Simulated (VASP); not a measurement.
A run of VASP 6.6.1 is set up as follows.

INCAR

```
PREC = Accurate
ENCUT = 520
EDIFF = 1E-8
ISMEAR = -1
SIGMA = 0.08
LREAL = False
LASPH = True
NELM = 80
ALGO = Normal
ISIF = 2
LWAVE = False
LCHARG = False
GGA = PS
LEFG = True
NBANDS = 19
```

File KPOINTS:

```
Automatic mesh
0
Gamma
  13 13 7
```

File POSCAR:

```
Ti
1.0
    2.9499978604     -0.0294999786     -0.0294999786
   -1.5005466611      2.5695230775     -0.0107977416
   -0.0468600000     -0.0468600000      4.6860000000
Ti
2
Direct
    0.3333333333      0.6666666667      0.2500000000
    0.6666666667      0.3333333333      0.7500000000
```

Potentials or basis: VASP PAW PBE potentials, release 64 (Ti_sv).

Command:

```console
$ cat potpaw_PBE.64/Ti_sv/POTCAR > POTCAR
$ mpirun -np 1 vasp_std > vasp.out
```

Estimate the band gap on the k mesh.

zero (band 12 reaches 8.76 eV, above the bottom of band 13 at 7.67 eV).

What does it give for the largest force?

0.052 eV/Å.

Stress tensor (GPa, compression positive):
```
-5.82  1.22  0.81
 1.22 -5.80  0.80
 0.81  0.80 -6.32
```

Caveat: the cell differs from its parent crystal (equal xy, yz and zx shear strains of -2 %); without QUAD_EFG the Cq values of the log hold for a quadrupole moment of 1 mb, not for the nuclei; the PAW data sets were made with another functional, which shifts forces and pressure a little.
